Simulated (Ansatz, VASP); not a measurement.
**Os in VASP and in Ansatz**

File INCAR:

```
PREC = Accurate ; ENCUT = 560
EDIFF = 1E-6 ; ISMEAR = -1
SIGMA = 0.1 ; LREAL = F
LASPH = T ; NELM = 120
ALGO = Normal ; ISIF = 2
LWAVE = F ; LCHARG = F
GGA = CA ; NBANDS = 23
GGA_COMPAT = F
```

Contents of KPOINTS:

```
Automatic mesh
0
Gamma
  11 11 11
```

The input POSCAR:

```
Os
1.0
    0.0000000000      2.7723341897      2.7723341897
    2.7723341897      0.0000000000      2.7723341897
    2.7723341897      2.7723341897      0.0000000000
Os
2
Direct
    0.1250000000      0.1250000000      0.1250000000
    0.8750000000      0.8750000000      0.8750000000
```

Input for Ansatz:

```yaml
crystal:
  lattice:
    - [0.0, 2.7723341897, 2.7723341897]
    - [2.7723341897, 0.0, 2.7723341897]
    - [2.7723341897, 2.7723341897, 0.0]
  atoms:
    - { symbol: Os, position: [0.125, 0.125, 0.125] }
    - { symbol: Os, position: [0.875, 0.875, 0.875] }
hamiltonian:
  xc: lda
  pseudopotentials:
    kind: paw
    azcp:
      Os: "pseudopotentials/Os.paw.azcp"
basis:
  ecutwfc: 420
  fft_grid_basis: typed
kpoints:
  mp_grid: { grid: [11, 11, 11], shift: [0, 0, 0] }
magnetization:
  spin_polarized: false
scf:
  occupations: { method: fermi_dirac, width: 0.1 }
  lower_state_search: "off"
output:
  stress: true
  write_density: true
  write_potential: true
  elf: true
  volumetric_format: npy
```

Alike in both runs: task single point; functional LDA; k mesh 11 × 11 × 11; occupations fermi-dirac, width 0.1 eV; no spin polarisation.

|  | VASP | Ansatz |
| --- | --- | --- |
| version | VASP 6.6.1 | Ansatz 0.2.0 |
| potentials or method | VASP PAW LDA potentials, release 64 (Os_sv_GW), cutoff 560 eV | plane waves (420 eV) with PAW, scalar-relativistic |
| valence electrons in the cell | 32 | 32 |

```csv
,VASP,Ansatz,Ansatz less VASP
pressure (GPa),-8.3,-8.3,-0.09
```

Ansatz warns that its potentials were made for another functional, while VASP's fit it. LDA's correlation is that of Perdew and Zunger in VASP and of Perdew and Wang (1992) in Ansatz.

Neither program's run includes spin-orbit coupling.
